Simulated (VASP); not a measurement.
Wanted: the native input for a VASP 6.6.1 run.

* Task: single point
* Functional: PBE
* Potentials or basis: VASP PAW PBE potentials, release 64 (Zn, Se)
* Cutoff: 520 eV
* k mesh: 6 × 6 × 6
* Occupations: gaussian, width 0.01 eV
* Spin: no spin polarisation
* Dipole correction: no
* Further INCAR settings: ALGO = Normal; EDIFF = 1e-06; NBANDS = 16

The structure of ZnSe (Stilleite) lies in POSCAR:

```
ZnSe
1.0
    0.0000000000      2.7759511149      2.7759511149
    2.7759511149      0.0000000000      2.7759511149
    2.7759511149      2.7759511149      0.0000000000
Zn Se
1 1
Direct
    0.0000000000      0.0000000000      0.0000000000
    0.2500000000      0.2500000000      0.2500000000
```

These files were run (other wordings do the same):

INCAR

```
SYSTEM = ZnSe
PREC = Accurate
ENCUT = 520
EDIFF = 1E-6
ISMEAR = 0
SIGMA = 0.01
LREAL = .FALSE.
LASPH = .TRUE.
NELM = 80
ALGO = Normal
ISIF = 2
LWAVE = .FALSE.
LCHARG = .FALSE.
GGA = PE
NBANDS = 16
```

KPOINTS

```
Automatic mesh
0
G
  6 6 6
  0 0 0
```

Potentials or basis: VASP PAW PBE potentials, release 64 (Zn, Se).

Command:

```bash
$ cat potpaw_PBE.64/Zn/POTCAR potpaw_PBE.64/Se/POTCAR > POTCAR
$ mpirun -np 1 vasp_std > vasp.out
```

Results of the run:

* Pressure: 7.1 GPa
* Band gap on the k mesh: 1.54 eV, direct

Run time: 6.6 s on 1 thread of Intel(R) Xeon(R) 6975P-C (Granite Rapids), on a shared host, peak memory 0.16 GiB.
